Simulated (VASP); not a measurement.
**LiBe: single point with revPBE**

LiBe:

```
Be Li
1.0
     2.29599    0.00000    0.00000
     0.00000    3.61277    0.00000
    -0.40174    0.00000    5.51353
Be Li
2 2
Direct
  0.24358 0.75000 0.42383
  0.75642 0.25000 0.57617
  0.26315 0.75000 0.84514
  0.73685 0.25000 0.15486
```

```json
{"Program": "VASP 6.6.1", "Task": "single point", "Functional": "revPBE", "Potentials or basis": "VASP PAW PBE potentials, release 64 (Be, Li_sv)", "Cutoff": "520 eV", "k mesh": "7 × 4 × 3", "Occupations": "fermi-dirac, width 0.05 eV", "Spin": "no spin polarisation", "Dipole correction": "no", "Further INCAR settings": "ALGO = Fast; EDIFF = 1e-06; NBANDS = 13"}
```

| Property | Result |
| --- | --- |
| Largest force | 0.043 eV/Å |
| Band gap on the k mesh | zero (bands 5 and 6 overlap by 5.08 eV) |

Forces in eV/Å, atoms in the order of the input:
```
Be   0.000  0.000  0.043
Be   0.000  0.000 -0.043
Li   0.001  0.000 -0.013
Li  -0.001  0.000  0.013
```

Levels at points of the mesh, in eV from the Fermi level:
```tsv
k point	band 1	band 2	band 3	band 4	band 5	band 6	band 7	band 8	band 9	band 10
(0.00, 0.00, 0.00)	-46.26	-46.22	-7.47	-2.97	-2.12	-0.61	4.46	5.77	6.05	6.83
(0.00, 0.50, 0.00)	-46.24	-46.24	-5.38	-5.38	-1.94	-1.94	2.41	2.41	11.03	11.03
```

Wall time 24 s on 1 thread of Intel(R) Xeon(R) Platinum 8488C (Sapphire Rapids), with other jobs on the host, peak memory 0.15 GiB.

Caveat: the k points lie up to 0.43 Å⁻¹ apart, too coarse for converged energies and pressures of a metal; the PAW data sets were made with another functional, which shifts forces and pressure a little.
